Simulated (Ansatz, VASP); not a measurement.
**LaTlCl4: VASP beside Ansatz**

```
CELL_PARAMETERS angstrom
5.07179 0.21812 0.29360
2.30070 4.47228 0.54847
1.90989 0.64005 8.70761
ATOMIC_POSITIONS crystal
La 0.50000 0.00000 0.00000
Tl 0.00000 0.50000 0.50000
Cl 0.39370 0.89191 0.32590
Cl 0.60630 0.10809 0.67410
Cl 0.14011 0.64128 0.08105
Cl 0.85989 0.35872 0.91895
```

Alike in both runs: functional PBE; k mesh 3 × 3 × 2; occupations gaussian, width 0.15 eV; no spin polarisation.

Ansatz relaxed the structure, and its values are those at the end. VASP's run is a single point on that final structure, the one shown.

|  | VASP | Ansatz |
| --- | --- | --- |
| version | VASP 6.6.1 | Ansatz 0.2.0 |
| potentials or method | VASP PAW PBE potentials, release 64 (La, Tl_d, Cl), cutoff 520 eV | scalar-relativistic, plane waves, PAW |
| valence electrons in the cell | 52 | 52 |

Ansatz gave:

| Property | Result |
| --- | --- |
| gap on the k mesh at the Fermi level (eV) | 3.46 |
| least direct gap on the mesh (eV) | 3.47 |
| pressure (GPa) | 0.2 |
| rms of the force components (eV/Å) | 0.001 |

What did VASP give for the same quantities?

gap on the k mesh at the Fermi level (eV): 3.53; least direct gap on the mesh (eV): 3.53; pressure (GPa): 0.1; rms of the force components (eV/Å): 0.004.

The k mesh is coarse, so the values compare programs but aren't converged. Neither program's run includes spin-orbit coupling.
